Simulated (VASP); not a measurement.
Zn:

```
Zn
1.0
     2.61513    0.00000    0.00000
    -1.30756    2.26476    0.00000
     0.00000    0.00000    5.13112
Zn
2
Direct
  0.33333 0.66667 0.16712
  0.66667 0.33333 0.83288
```

* Program: VASP 6.6.1
* Task: relaxation of cell and atoms
* Functional: PBE
* Potentials or basis: VASP PAW PBE potentials, release 64 (Zn)
* Cutoff: 600 eV
* k mesh: 6 × 6 × 4
* Occupations: gaussian, width 0.1 eV
* Spin: no spin polarisation

At the start: pressure 25.5 GPa; volume 15.19 Å³/atom.

Problem. How do energy, volume and symmetry change on relaxing?

Solution. Over 13 steps the energy falls by 714.3 meV/atom and the volume is 16.12 Å³/atom (+6.1 %); space group P-3m1 (No. 164, to 0.1 Å) before, P6_3/mmc (No. 194, to 0.1 Å).

Step by step:
```tsv
step	energy change (eV)	largest force (eV/Å)	pressure (GPa)	volume (Å³)
1	0.0000	4.2066	25.52	30.39
2	-0.8535	0.3094	-7.42	42.31
3	-0.9379	0.7723	-3.98	38.00
4	-1.0903	0.9284	-3.81	36.07
5	-1.3071	0.4623	7.89	30.57
6	-1.3330	0.5843	2.76	32.10
7	-1.3346	0.5546	3.80	31.74
8	-1.3985	0.2198	1.10	32.63
9	-1.4102	0.0697	-0.32	33.32
10	-1.4236	0.0484	-1.51	33.20
11	-1.4237	0.0456	-1.60	33.19
12	-1.4278	0.0207	0.69	31.86
13	-1.4286	0.0305	-0.02	32.24
```

Final structure:
```xyz
2
Lattice="2.5842 0.0000 0.0000 -1.2921 2.2380 0.0000 0.0000 0.0000 5.5750" Properties=species:S:1:pos:R:3 pbc="T T T"
Zn    0.0000    1.4920    1.3833
Zn    1.2921    0.7460    4.1917
```

Caveat: the k points lie up to 0.47 Å⁻¹ apart in the final cell, too coarse for converged energies and pressures of a metal.
